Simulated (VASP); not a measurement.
Input of a VASP 6.6.1 run:

POSCAR

```
NaCl
1.0
    0.0000000000      2.7916517763      2.7916517763
    2.7916517763      0.0000000000      2.7916517763
    2.7916517763      2.7916517763      0.0000000000
Cl Na
1 1
Direct
    0.5000000000      0.5000000000      0.5000000000
    0.0000000000      0.0000000000      0.0000000000
```

INCAR.step1

```
ALGO     = Normal         # electronic algorithm
EDIFF    = 1E-5           # SCF threshold, eV
ENCUT    = 520            # plane-wave cutoff, eV
GGA      = PE             # functional
ISIF     = 2              # what is computed and relaxed
ISMEAR   = -1             # smearing method
LASPH    = True           # aspherical terms in the spheres
LCHARG   = False          # write CHGCAR
LREAL    = False          # projectors in reciprocal space
LWAVE    = True           # write WAVECAR
NBANDS   = 14             # bands
NELM     = 80             # most SCF steps
PREC     = Accurate       # precision mode
SIGMA    = 0.05           # smearing width, eV
```

INCAR.step2

```
AEXX     = 0.25           # exact-exchange fraction
ALGO     = Normal         # electronic algorithm
EDIFF    = 1E-7           # SCF threshold, eV
ENCUT    = 520            # plane-wave cutoff, eV
GGA      = PS             # functional
ISIF     = 2              # what is computed and relaxed
ISMEAR   = -1             # smearing method
ISTART   = 1            
LASPH    = True           # aspherical terms in the spheres
LCHARG   = False          # write CHGCAR
LHFCALC  = True           # exact exchange
LREAL    = False          # projectors in reciprocal space
LWAVE    = False          # write WAVECAR
NBANDS   = 14             # bands
NELM     = 80             # most SCF steps
PREC     = Accurate       # precision mode
PRECFOCK = Normal       
SIGMA    = 0.05           # smearing width, eV
```

KPOINTS

```
k-points
0
Gamma
  4 4 4
```

Potentials or basis: VASP PAW PBE potentials, release 64 (Cl, Na_pv).

Command:

```console
$ cat potpaw_PBE.64/Cl/POTCAR potpaw_PBE.64/Na_pv/POTCAR > POTCAR
$ cp INCAR.step1 INCAR
$ mpirun -np 1 vasp_std > vasp.out
$ cp INCAR.step2 INCAR
$ mpirun -np 1 vasp_std > vasp.out
```

What does it give for the band gap on the k mesh?

7.20 eV, direct.

Estimate the pressure.

0.0 GPa.

Caveat: the k points lie up to 0.49 Å⁻¹ apart; the PAW data sets were made with another functional, which shifts forces and pressure a little.
